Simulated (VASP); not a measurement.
YAlSe3, 10 atoms in the cell. The structure is cubic, space group Pm-3m (No. 221). The conventional cell has a = 4.853 Å, b = 4.853 Å, c = 4.853 Å, α = 90.00°, β = 90.00°, γ = 90.00°. Within 4.5 Å of Y (site symmetry m-3m) lie 12 Se at 3.43 Å and 8 Al at 4.20 Å. Al (site symmetry m-3m) has 6 Se at 2.43 Å within 3.2 Å. Within 3.2 Å of Se (site symmetry 4/mmm) lie 2 Al at 2.43 Å. 

- Program: VASP 6.6.1
- Task: single point
- Functional: r2SCAN
- Dispersion: rVV10
- Potentials or basis: VASP PAW PBE potentials, release 64 (Y_sv, Al, Se)
- Cutoff: 520 eV
- k mesh: 4 × 4 × 4
- Occupations: fermi-dirac, width 0.03 eV
- Spin: no spin polarisation
- Dipole correction: no
- Further INCAR settings: ALGO = Normal; EDIFF = 1e-06; NBANDS = 43

Potentials or basis: VASP PAW PBE potentials, release 64 (Y_sv, Al, Se).

Command:

```bash
$ cat potpaw_PBE.64/Y_sv/POTCAR potpaw_PBE.64/Al/POTCAR potpaw_PBE.64/Se/POTCAR > POTCAR
$ cp INCAR.step1 INCAR
$ mpirun -np 1 vasp_std > vasp.out
$ cp INCAR.step2 INCAR
$ mpirun -np 1 vasp_std > vasp.out
```

Hardware: 1 thread of Intel(R) Xeon(R) 6975P-C (Granite Rapids) (shared host).

Estimate the wall time of this run.

Wall time 6.7 min on 1 thread of Intel(R) Xeon(R) 6975P-C (Granite Rapids) (shared host), peak memory 1 GiB. Counts: k points 8.
